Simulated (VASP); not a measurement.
A run of VASP 6.6.1 is set up as follows.

INCAR

```
SYSTEM = KCd2P2
PREC     = Accurate       ! precision mode
ENCUT    = 500            ! plane-wave cutoff, eV
EDIFF    = 1E-7           ! SCF threshold, eV
ISMEAR   = 0              ! smearing method
SIGMA    = 0.1            ! smearing width, eV
LREAL    = .False.        ! projectors in reciprocal space
LASPH    = .True.         ! aspherical terms in the spheres
NELM     = 120            ! most SCF steps
ALGO     = Normal         ! electronic algorithm
ISIF     = 3              ! what is computed and relaxed
LWAVE    = .False.        ! write WAVECAR
LCHARG   = .False.        ! write CHGCAR
GGA      = PE             ! functional
IBRION   = 2              ! ionic algorithm
NSW      = 90             ! ionic steps
EDIFFG   = -0.04          ! ionic threshold
GGA_COMPAT= .False.      
NELMIN   = 4
```

The input KPOINTS:

```
Automatic mesh
0
Gamma
  6 6 6
  0 0 0
```

POSCAR

```
KCd2P2
1.0
   -2.2024652700      2.2024652700      6.0700819700
    2.2024652700     -2.2024652700      6.0700819700
    2.2024652700      2.2024652700     -6.0700819700
K Cd P
1 2 2
Direct
    0.0000000000      0.0000000000      0.0000000000
    0.2500000000      0.7500000000      0.5000000000
    0.7500000000      0.2500000000      0.5000000000
    0.6431397800      0.6431397800      0.0000000000
    0.3568602200      0.3568602200      0.0000000000
```

Potentials or basis: VASP PAW PBE potentials, release 64 (K_sv, Cd, P).

Command:

```sh
$ cat potpaw_PBE.64/K_sv/POTCAR potpaw_PBE.64/Cd/POTCAR potpaw_PBE.64/P/POTCAR > POTCAR
$ mpirun -np 1 vasp_std > vasp.out
```

(1) What does it give for the relaxed volume?

(2) What does it give for the band gap on the k mesh?

(3) Predict the space group after relaxing (to 0.1 Å).

## Answers

(1) 24.27 Å³/atom.

(2) zero (an odd number of electrons rules out a gap without spin polarisation).

(3) I4/mmm (No. 139).
